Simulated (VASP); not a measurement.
Set up this calculation in VASP 6.6.1, as the native input.

| Quantity | Value |
| --- | --- |
| Task | single point |
| Functional | PBE |
| Potentials or basis | VASP PAW PBE potentials, release 64 (Ru_pv) |
| Cutoff | 520 eV |
| k mesh | 21 × 21 × 12 |
| Occupations | gaussian, width 0.15 eV |
| Spin | no spin polarisation |
| Dipole correction | no |
| Further INCAR settings | ALGO = Fast; EDIFF = 1e-06; NBANDS = 21 |

The structure of Ru lies in POSCAR:

```
Ru
1.0
    2.6120231598      0.0000000000      0.0000000000
   -1.3060115799      2.2620784117      0.0000000000
    0.0000000000      0.0000000000      4.6585433056
Ru
2
Direct
    0.3333333333      0.6666666667      0.2500000000
    0.6666666667      0.3333333333      0.7500000000
```

These files were run (other wordings do the same):

INCAR

```
PREC = Accurate ; ENCUT = 520
EDIFF = 1E-6 ; ISMEAR = 0
SIGMA = 0.15 ; LREAL = False
LASPH = True ; NELM = 100
ALGO = Fast ; ISIF = 2
LWAVE = False ; LCHARG = False
GGA = PE ; NBANDS = 21
```

KPOINTS

```
Automatic mesh
0
Gamma
  21 21 12
```

Potentials or basis: VASP PAW PBE potentials, release 64 (Ru_pv).

The run is started by

```console
$ cat potpaw_PBE.64/Ru_pv/POTCAR > POTCAR
$ mpirun -np 1 vasp_std > vasp.out
```

It gave:

```json
{"Pressure": "4.3 GPa", "Band gap on the k mesh": "zero (bands 14 and 15 overlap by 2.54 eV)"}
```

Caveat: the stress differs along the axes, from -32 to 23 GPa.

It took 3.8 min on 1 thread of Intel Xeon 8259CL (shared host), peak memory 0.26 GiB.
